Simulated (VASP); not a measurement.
**Cu2O in VASP: a PBE single point**

Aim: gap, levels, forces and stress of Cu2O in the database structure, under +2.0 % strain along z alone at fixed geometry. Runs: PBE. The results are then set beside those of Ansatz 0.2.0 for the same cell.

The runs shown are made with VASP 6.6.1. PAW datasets, plane waves. (Simulation; spin polarisation is off.)

### Step 1. The cell

The cell comes from an earlier relaxation with r2SCAN in another program, then strained, with the atoms relaxed again.

Space group P4_2/nnm (No. 134), tetragonal; a = 4.246 Å, c = 4.331 Å in the conventional setting, 13.01 Å³ an atom. Cu has 2 O at 1.85 Å; O has 4 Cu at 1.85 Å.

Coordinates:

```cif
data_structure
_symmetry_space_group_name_H-M 'P4_2/nnm:1'
_symmetry_Int_Tables_number 134
_cell_length_a 4.2461
_cell_length_b 4.2461
_cell_length_c 4.3310
_cell_angle_alpha 90.000
_cell_angle_beta 90.000
_cell_angle_gamma 90.000
_cell_volume 78.08
loop_
_atom_site_label
_atom_site_type_symbol
_atom_site_symmetry_multiplicity
_atom_site_Wyckoff_symbol
_atom_site_fract_x
_atom_site_fract_y
_atom_site_fract_z
_atom_site_occupancy
Cu1 Cu 4 f 0.25000 0.25000 0.75000 1
O1 O 2 a 0.50000 0.50000 0.50000 1
```

### Step 2. PBE at this geometry

Contents of INCAR:

```
ENCUT = 520.000000
SIGMA = 0.020000
EDIFF = 1.00e-07
GGA = PE
PREC = Accurate
IBRION = -1
ISIF = 2
ISMEAR = -1
NBANDS = 37
NELM = 120
NSW = 0
LASPH = .TRUE.
LCHARG = .TRUE.
LELF = .TRUE.
LWAVE = .FALSE.
LREAL = .FALSE.
```

Contents of KPOINTS:

```
KPOINTS created by Atomic Simulation Environment
0
Gamma
6 6 6
0 0 0
```

Contents of KPOINTS_OPT:

```
special points
4
Reciprocal
0.0000000000 0.0000000000 0.0000000000 1
0.0000000000 0.5000000000 0.0000000000 1
0.5000000000 0.5000000000 0.0000000000 1
0.5000000000 0.5000000000 0.5000000000 1
```

Contents of POSCAR:

```
Cu O
 1.0000000000000000
     4.2460802981999999    0.0000000000000000    0.0000000000000000
     0.0000000000000000    4.2460802981999999    0.0000000000000000
     0.0000000000000000    0.0000000000000000    4.3310019040999999
 Cu  O
   4   2
Cartesian
  1.0615200745500000  1.0615200745500000  3.2482514280749992
  3.1845602236500001  1.0615200745500000  1.0827504760249997
  1.0615200745500000  3.1845602236500001  1.0827504760249997
  3.1845602236500001  3.1845602236500001  3.2482514280749992
  2.1230401490999999  2.1230401490999999  2.1655009520499995
  0.0000000000000000  0.0000000000000000  0.0000000000000000
```

Potentials: the recommended PBE PAW datasets, 56 valence electrons in the neutral cell.

Launch:

```bash
mpirun -np 1 vasp_std
```

Q: Predict the outcome of this session. Wanted: for each run, gap; pressure; Ansatz: gap; Ansatz: pressure.

The runs gave:

```
level  gap (eV)  pressure (GPa)  Ansatz: gap (eV)  Ansatz: pressure (GPa)
  PBE      0.50            2.75              0.49                    1.96
```

The two programs agree on the gap within 0.01 eV. Datasets and cutoffs are each program's own. VASP's cell holds 56 valence electrons and Ansatz's 88.

VASP's potentials hold 56 valence electrons a cell and Ansatz's 88, so a difference between the two programs can come from the potentials and not from the codes.
